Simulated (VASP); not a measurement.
# Li2Se (Fm-3m) in VASP: further runs

Runs on Li2Se. Level: r2SCAN. Tasks: single point.

All numbers are computed with VASP 6.6.1; they aren't measurements. Logs are shortened: lines on timing, memory, paths and dates and some standing lists are left out, and cuts for length are marked.

## 1. The cell of the first run

It takes space group Fm-3m (No. 225, cubic). The conventional cell has a = 6.180 Å, b = 6.180 Å, c = 6.180 Å, α = 90.00°, β = 90.00°, γ = 90.00°. Li (site symmetry -43m) has 4 Se at 2.68 Å and 6 Li at 3.09 Å within 3.5 Å. Se (site symmetry m-3m) has 8 Li at 2.68 Å within 3.5 Å.

## 2. Single point, r2SCAN (19.67 Å³/atom)

POSCAR

```
Li2Se
1.0
    0.0000000000      3.0900366092      3.0900366092
    3.0900366092      0.0000000000      3.0900366092
    3.0900366092      3.0900366092      0.0000000000
Li Se
2 1
Direct
    0.2500000000      0.2500000000      0.2500000000
    0.7500000000      0.7500000000      0.7500000000
    0.0000000000      0.0000000000      0.0000000000
```

INCAR.step1

```
PREC = Accurate ; ENCUT = 830
ISMEAR = 0 ; SIGMA = 0.02
LREAL = F ; LASPH = T
NELM = 120 ; NBANDS = 13
GGA = PE ; ALGO = Normal
EDIFF = 1E-5 ; LWAVE = T
LCHARG = F ; GGA_COMPAT = F
```

INCAR.step2

```
PREC = Accurate ; ENCUT = 830
EDIFF = 1E-6 ; ISMEAR = 0
SIGMA = 0.02 ; LREAL = F
LASPH = T ; NELM = 120
ALGO = Normal ; ISIF = 2
LWAVE = F ; LCHARG = F
METAGGA = R2SCAN ; LMIXTAU = T
NBANDS = 13 ; ISTART = 1
GGA_COMPAT = F
```

KPOINTS

```
regular mesh
0
Gamma
  8 8 8
```

Potentials or basis: VASP PAW PBE potentials, release 64 (Li_sv, Se).

The run is started by

```console
$ cat potpaw_PBE.64/Li_sv/POTCAR potpaw_PBE.64/Se/POTCAR > POTCAR
$ cp INCAR.step1 INCAR
$ mpirun -np 1 vasp_std > vasp.out
$ cp INCAR.step2 INCAR
$ mpirun -np 1 vasp_std > vasp.out
```

OUTCAR:

```text
PREC = Accurate
   ENCUT = 830
   EDIFF = 1E-6
   ISMEAR = 0
   LREAL = F
   LASPH = T
   NELM = 120
   ISIF = 2
   METAGGA = R2SCAN
   ISTART = 1

 ion  position               nearest neighbor table
   1  0.250  0.250  0.250-   3 2.68   3 2.68   3 2.68   3 2.68
   2  0.750  0.750  0.750-   3 2.68   3 2.68   3 2.68   3 2.68
   3  0.000  0.000  0.000-   2 2.68   2 2.68   2 2.68   1 2.68   1 2.68   1 2.68   2 2.68   1 2.68

  LATTYP: Found a face centered cubic cell.
 ALAT       =     6.1800732184

  Lattice vectors:

 A1 = (   0.0000000000,   3.0900366092,   3.0900366092)
 A2 = (   3.0900366092,   0.0000000000,   3.0900366092)
 A3 = (   3.0900366092,   3.0900366092,   0.0000000000)

Analysis of symmetry for initial positions (statically):
=====================================================================
 Subroutine PRICEL returns:
 Original cell was already a primitive cell.

 Routine SETGRP: Setting up the symmetry group for a
 face centered cubic supercell.

 Subroutine GETGRP returns: Found 48 space group operations
 (whereof 48 operations were pure point group operations)
 out of a pool of 48 trial point group operations.

The static configuration has the point symmetry O_h .

Analysis of symmetry for dynamics (positions and initial velocities):
=====================================================================
 Subroutine PRICEL returns:
 Original cell was already a primitive cell.

 Routine SETGRP: Setting up the symmetry group for a
 face centered cubic supercell.

 Subroutine GETGRP returns: Found 48 space group operations
 (whereof 48 operations were pure point group operations)
 out of a pool of 48 trial point group operations.

The dynamic configuration has the point symmetry O_h .

 Subroutine INISYM returns: Found 48 space group operations
 (whereof 48 operations are pure point group operations),
 and found     1 'primitive' translations

----------------------------------------------------------------------------------------

                                     Primitive cell

  volume of cell :      59.0094

  direct lattice vectors                    reciprocal lattice vectors
     0.000000000  3.090036609  3.090036609    -0.161810381  0.161810381  0.161810381
     3.090036609  0.000000000  3.090036609     0.161810381 -0.161810381  0.161810381
     3.090036609  3.090036609  0.000000000     0.161810381  0.161810381 -0.161810381

  length of vectors
     4.369971681  4.369971681  4.369971681     0.280263801  0.280263801  0.280263801

  position of ions in fractional coordinates (direct lattice)
     0.250000000  0.250000000  0.250000000
     0.750000000  0.750000000  0.750000000
     0.000000000  0.000000000  0.000000000

  ion indices of the primitive-cell ions
   primitive index   ion index
                 1           1
                 2           2
                 3           3

----------------------------------------------------------------------------------------

 KPOINTS: regular mesh

Automatic generation of k-mesh.
 Grid dimensions read from file:
 generate k-points for:    8    8    8

 Generating k-lattice:

  Cartesian coordinates                     Fractional coordinates (reciprocal lattice)
    -0.020226298  0.020226298  0.020226298     0.125000000  0.000000000  0.000000000
     0.020226298 -0.020226298  0.020226298     0.000000000  0.125000000  0.000000000
     0.020226298  0.020226298 -0.020226298     0.000000000  0.000000000  0.125000000

  Length of vectors
     0.035032975  0.035032975  0.035032975

  Shift w.r.t. Gamma in fractional coordinates (k-lattice)
     0.000000000  0.000000000  0.000000000

 Subroutine IBZKPT returns following result:
 ===========================================

 Found     29 irreducible k-points:

 Following reciprocal coordinates:
            Coordinates               Weight
  0.000000  0.000000  0.000000      1.000000
  0.125000  0.000000  0.000000      8.000000
  0.250000  0.000000  0.000000      8.000000
  0.375000  0.000000  0.000000      8.000000
  0.500000  0.000000  0.000000      4.000000
  0.125000  0.125000  0.000000      6.000000
[... 16 lines left out ...]
  0.500000  0.250000  0.125000     48.000000
 -0.375000  0.250000  0.125000     24.000000
 [... further k-points ...]
   k-points           NKPTS =     29   k-points in BZ     NKDIM =     29   number of bands    NBANDS=     13
   number of dos      NEDOS =    301   number of ions     NIONS =      3
   total plane-waves  NPLWV =  74088
   dimension x,y,z NGX =    42 NGY =   42 NGZ =   42
   dimension x,y,z NGXF=    84 NGYF=   84 NGZF=   84
   ions per type =               2   1
   NGX,Y,Z   is equivalent  to a cutoff of  15.98, 15.98, 15.98 a.u.
   NGXF,Y,Z  is equivalent  to a cutoff of  31.96, 31.96, 31.96 a.u.
 SYSTEM =  unknown system
   PREC   = accura    normal or accurate (medium, high low for compatibility)
   ISTART =      1    job   : 0-new  1-cont  2-samecut
   ICHARG =      0    charge: 1-file 2-atom 10-const
   ISPIN  =      1    spin polarized calculation?
   LNONCOLLINEAR =      F non collinear calculations
   LSORBIT =      F    spin-orbit coupling
   LASPH  =      T    aspherical Exc in radial PAW
   ENCUT  =  830.0 eV  61.00 Ry    7.81 a.u.  10.27 10.27 10.27*2*pi/ulx,y,z
   NELM   =    120;   NELMIN=  2; NELMDL=  0     # of ELM steps
   EDIFF  = 0.1E-05   stopping-criterion for ELM
   LREAL  =      F    real-space projection
   EDIFFG = 0.1E-04   stopping-criterion for IOM
   NSW    =      0    number of steps for IOM
   IBRION =     -1    ionic relax: 0-MD 1-quasi-New 2-CG
   NFREE  =      0    steps in history (QN), initial steepest desc. (CG)
   ISIF   =      2    stress and relaxation
   ISYM   =      2    0-nonsym 1-usesym 2-fastsym
   POTIM  = 0.5000    time-step for ionic-motion
   TEBEG  =    0.0;   TEEND  =   0.0 temperature during run
   PSTRESS=    0.0 pullay stress
   NELECT =      12.0000    total number of electrons
   NUPDOWN=      -1.0000    fix difference up-down
   EMIN   =  10.00;   EMAX   =-10.00  energy-range for DOS
   EFERMI =   0.00;   METHOD = LEGACY
   ISMEAR =     0;   SIGMA  =   0.02  broadening in eV -4-tet -1-fermi 0-gaus
   EFERMI_NEDOS =   21; number of points for ismear=-14 and -15
   IALGO  =     38    algorithm
   IMIX   =      4    mixing-type and parameters
     AMIX     =   0.40;   BMIX     =  1.00
     AMIX_MAG =   1.60;   BMIX_MAG =  1.00
  volume/ion in A,a.u.               =      19.67       132.74
  Fermi-wavevector in a.u.,A,eV,Ry     =   0.962709  1.819256 12.609992  0.926808
  Thomas-Fermi vector in A             =   2.092191
   LORBIT       =      0    0 simple, 1 ext, 2 COOP (PROOUT), +10 PAW based schemes
   METAGGA = R2SCAN    functional components
   LHFCALC =     F    Hartree Fock is set to
   AEXX    =    0.0000 exact exchange contribution
   IVDW    =     0    specifies the selected vdW correction
   LEPSILON=     F    determine dielectric tensor
   LRPA    =     F    only Hartree local field effects (RPA)
 non-spin polarized calculation
 Gauss-broadening in eV      SIGMA  =   0.02
  energy-cutoff  :      830.00
  volume of cell :       59.01
 maximum number of plane-waves:      3250
 NGX is ok and might be reduce to    42
   NGX = 21   NGY = 21   NGZ = 21

 number of electron      11.9999998 magnetization

 Free energy of the ion-electron system (eV)
  ---------------------------------------------------
  ext. energy  EPLUGINS =         0.00000000
  ---------------------------------------------------
  free energy    TOTEN  =       -23.38142215 eV

  energy without entropy =      -23.38142215  energy(sigma->0) =      -23.38142215

 E-fermi :   0.4555     XC(G=0):  -8.2864

 val. band max:        0.2446423986   @ k =   0.0000   0.0000   0.0000
 cond. band min:       3.7549770270   @ k =   0.5000   0.5000   0.0000
 fundamental gap:      3.5103346284
 Fermi energy:         0.4555215002

 k-point     1 :       0.0000    0.0000    0.0000
  band No.  band energies     occupation
      1     -46.0670      2.00000
      2     -46.0511      2.00000
      3     -11.3066      2.00000
      4       0.2446      2.00000
      5       0.2446      2.00000
      6       0.2446      2.00000
      7       3.9955      0.00000
      8       6.4914      0.00000
      9       6.4914      0.00000
     10       6.4914      0.00000
     11      11.1588      0.00000
     12      11.1588      0.00000
     13      11.7595      0.00000

 k-point     2 :       0.1250    0.0000    0.0000
  band No.  band energies     occupation
      1     -46.0663      2.00000
      2     -46.0517      2.00000
      3     -11.2641      2.00000
      4      -0.3177      2.00000
      5       0.1664      2.00000
      6       0.1664      2.00000
      7       4.4586      0.00000
      8       6.7068      0.00000
      9       6.7068      0.00000
     10       6.7942      0.00000
     11      10.0875      0.00000
     12      10.0875      0.00000
     13      11.8154      0.00000

 k-point     3 :       0.2500    0.0000    0.0000
  band No.  band energies     occupation
      1     -46.0645      2.00000
      2     -46.0533      2.00000
      3     -11.1567      2.00000
      4      -1.3143      2.00000
      5      -0.0051      2.00000
      6      -0.0051      2.00000
      7       5.1582      0.00000
      8       6.9949      0.00000
      9       6.9949      0.00000
     10       7.5461      0.00000
     11       9.7519      0.00000
     12       9.7519      0.00000
     13      12.0771      0.00000

 k-point     4 :       0.3750    0.0000    0.0000
  band No.  band energies     occupation
      1     -46.0618      2.00000
      2     -46.0558      2.00000
      3     -11.0421      2.00000
      4      -2.0841      2.00000
      5      -0.1570      2.00000
      6      -0.1570      2.00000
      7       5.6377      0.00000
      8       6.8869      0.00000
      9       6.8869      0.00000
     10       8.2126      0.00000
     11      10.7701      0.00000
     12      10.7701      0.00000
     13      12.6387      0.00000

 k-point     5 :       0.5000    0.0000    0.0000
  band No.  band energies     occupation
      1     -46.0588      2.00000
      2     -46.0588      2.00000
      3     -10.9921      2.00000
      4      -2.3668      2.00000
      5      -0.2153      2.00000
      6      -0.2153      2.00000
      7       5.8150      0.00000
      8       6.7765      0.00000
      9       6.7765      0.00000
     10       8.4475      0.00000
     11      12.3039      0.00000
     12      12.3039      0.00000
     13      13.1111      0.00000
[... 257 lines left out ...]
 k-point    22 :       0.3750    0.2500    0.1250
  band No.  band energies     occupation
      1     -46.0633      2.00000
      2     -46.0543      2.00000
      3     -11.0758      2.00000
      4      -1.4366      2.00000
      5      -0.6489      2.00000
      6      -0.2270      2.00000
      7       5.4474      0.00000
      8       7.0862      0.00000
      9       7.2059      0.00000
     10       8.2234      0.00000
     11       8.9784      0.00000
     12      11.9708      0.00000
     13      13.6990      0.00000

 k-point    23 :       0.5000    0.2500    0.1250
  band No.  band energies     occupation
      1     -46.0612      2.00000
      2     -46.0563      2.00000
      3     -10.9824      2.00000
      4      -1.8959      2.00000
      5      -0.8786      2.00000
      6      -0.4380      2.00000
      7       5.8499      0.00000
      8       6.7194      0.00000
      9       8.0098      0.00000
     10       8.4441      0.00000
     11       9.9418      0.00000
     12      11.9453      0.00000
     13      13.7906      0.00000

 k-point    24 :      -0.3750    0.2500    0.1250
  band No.  band energies     occupation
      1     -46.0587      2.00000
      2     -46.0587      2.00000
      3     -10.9421      2.00000
      4      -2.0923      2.00000
      5      -0.9112      2.00000
      6      -0.5631      2.00000
      7       6.0863      0.00000
      8       6.4866      0.00000
      9       8.3474      0.00000
     10       8.9902      0.00000
     11      10.1115      0.00000
     12      11.4198      0.00000
     13      13.2231      0.00000

 [... further k-points ...]

------------------------ aborting loop because EDIFF is reached ----------------------------------------

  FORCE on cell =-STRESS in cart. coord.  units (eV):
  Direction    XX          YY          ZZ          XY          YZ          ZX
  --------------------------------------------------------------------------------------
  -------------------------------------------------------------------------------------
  Total       -1.1081878     -1.1081878     -1.1081878      0.0000000      0.0000000      0.0000000
  in kB      -30.0886764    -30.0886764    -30.0886764      0.0000000      0.0000000      0.0000000
  external PRESSURE =     -30.0886764 kB  Pullay stress =       0.0000000 kB

 VOLUME and BASIS-vectors are now :
 -----------------------------------------------------------------------------
  energy-cutoff  :      830.00
  volume of cell :       59.01
      direct lattice vectors                 reciprocal lattice vectors
     0.000000000  3.090036609  3.090036609    -0.161810381  0.161810381  0.161810381
     3.090036609  0.000000000  3.090036609     0.161810381 -0.161810381  0.161810381
     3.090036609  3.090036609  0.000000000     0.161810381  0.161810381 -0.161810381

 POSITION                                       TOTAL-FORCE (eV/Angst)
 -----------------------------------------------------------------------------------
      1.54502      1.54502      1.54502        -0.000000      0.000000      0.000000
      4.63505      4.63505      4.63505         0.000000      0.000000     -0.000000
      0.00000      0.00000      0.00000        -0.000000     -0.000000     -0.000000
 -----------------------------------------------------------------------------------
    total drift:                               -0.000000     -0.000000      0.000000

  FREE ENERGIE OF THE ION-ELECTRON SYSTEM (eV)
  ---------------------------------------------------
  free  energy   TOTEN  =       -23.3814221507 eV

  energy  without entropy=      -23.3814221507  energy(sigma->0) =      -23.38142215
```

Wall time 4.3 min (1 thread of Intel Xeon 8259CL, shared host); peak memory 0.3 GiB.

Results:

* Free energy: -23.3814 eV
* Pressure: -3.0 GPa
* Band gap on the k mesh: 3.51 eV (least direct gap 3.75 eV)

Caveat: the cell stands under tension; the PAW data sets were made with another functional, which shifts forces and pressure a little. A k mesh can miss the band edges.

(Part 1 of 2 ends here.)
